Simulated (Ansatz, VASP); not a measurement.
## One calculation of KTaO3, two programs

```
CELL_PARAMETERS angstrom
3.98830 0.00000 0.00000
0.00000 3.98830 0.00000
0.00000 0.00000 3.98830
ATOMIC_POSITIONS crystal
Ta 0.00000 0.00000 0.00000
K 0.50000 0.50000 0.50000
O 0.00000 0.00000 0.50000
O 0.00000 0.50000 0.00000
O 0.50000 0.00000 0.00000
```

Alike in both runs: functional PBEsol; k mesh 7 × 7 × 7; occupations fermi-dirac, width 0.05 eV; no spin polarisation; Hubbard terms Ta d U = 2.0 eV.

```csv
,VASP,Ansatz
version,VASP 6.6.1,Ansatz 0.2.0
potentials or method,"VASP PAW PBE potentials, release 64 (Ta_sv_GW, K_sv, O)",Ansatz PAW
plane-wave cutoff (eV),600,420
valence electrons in the cell,40,40
task,single point,projected density of states
```

|  | VASP | Ansatz | Ansatz less VASP |
| --- | --- | --- | --- |
| gap on the k mesh at the Fermi level (eV) | 2.44 | 2.42 | -0.021 |
| least direct gap on the mesh (eV) | 3.03 | 3.00 | -0.033 |
| pressure (GPa) | 1.8 | 0.1 | -1.67 |

VASP's potentials were made for PBE, not for PBEsol. The programs project onto different local orbitals, so the same U acts differently, and such runs can settle in different states.

Neither program's run includes spin-orbit coupling. Noted on Ansatz's run: odd divisions of the mesh miss points on the zone boundary, where band edges often lie, so the gap on the mesh can be too wide.
